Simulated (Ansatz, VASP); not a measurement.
# Se in VASP and in Ansatz

```
CELL_PARAMETERS angstrom
4.26626 0.00000 0.00000
-2.13313 3.69469 0.00000
0.00000 0.00000 4.84841
ATOMIC_POSITIONS crystal
Se 0.21700 0.00000 0.16667
Se 0.00000 0.21700 0.83333
Se 0.78300 0.78300 0.50000
```

Change from the starting cell: volume scaled by 0.94, PAW files.

Alike in both runs: task electric field gradients; functional PBE; k mesh 8 × 8 × 6; occupations fermi-dirac, width 0.03 eV; no spin polarisation.

|  | VASP | Ansatz |
| --- | --- | --- |
| version | VASP 6.6.1 | Ansatz 0.2.0 |
| potentials or method | VASP PAW PBE potentials, release 64 (Se) | PAW with Ansatz's default frozen-core files, scalar-relativistic |
| plane-wave cutoff (eV) | 520 | 420 |
| valence electrons in the cell | 18 | 48 |

```csv
,VASP,Ansatz,Ansatz less VASP
gap on the k mesh at the Fermi level (eV),1.16,1.18,+0.018
pressure (GPa),10.7,10.4,-0.25
"traceless stress, the component that is largest in VASP (GPa)",3.98,3.87,-0.109
rms of the force components (eV/Å),1.171,1.136,-0.0346
size of Vzz on the site where it differs most (V/Å²),475.0,494.6,+19.56
```

Atom by atom the forces differ by 0.035 eV/Å (rms over components). VASP's potentials hold 18 valence electrons a cell and Ansatz's 48, so a difference there can come from the potentials and not from the codes.
